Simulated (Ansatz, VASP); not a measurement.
**Two plane-wave programs on AlN**

```
CELL_PARAMETERS angstrom
2.18002 2.18002 0.00000
-2.18002 2.18002 0.00000
0.00000 0.00000 4.53527
ATOMIC_POSITIONS crystal
Al 0.00000 0.00000 0.00000
Al 0.50000 0.50000 0.50000
N 0.50000 0.00000 0.25000
N 0.00000 0.50000 0.75000
```

Alike in both runs: task single point; functional PBE; k mesh 8 × 8 × 6; occupations gaussian, width 0.02 eV; no spin polarisation.

```csv
,VASP,Ansatz
version,VASP 6.6.1,Ansatz 0.2.0
potentials or method,"VASP PAW PBE potentials, release 64 (Al, N), cutoff 520 eV","scalar-relativistic, plane waves, PAW"
valence electrons in the cell,16,16
```

|  | VASP | Ansatz | Ansatz less VASP |
| --- | --- | --- | --- |
| gap on the k mesh at the Fermi level (eV) | 3.18 | 3.19 | +0.007 |
| least direct gap on the mesh (eV) | 3.37 | 3.37 | +0.006 |
| pressure (GPa) | -2.2 | -2.0 | +0.26 |
| traceless stress, the component that is largest in VASP (GPa) | -3.98 | -3.95 | +0.027 |
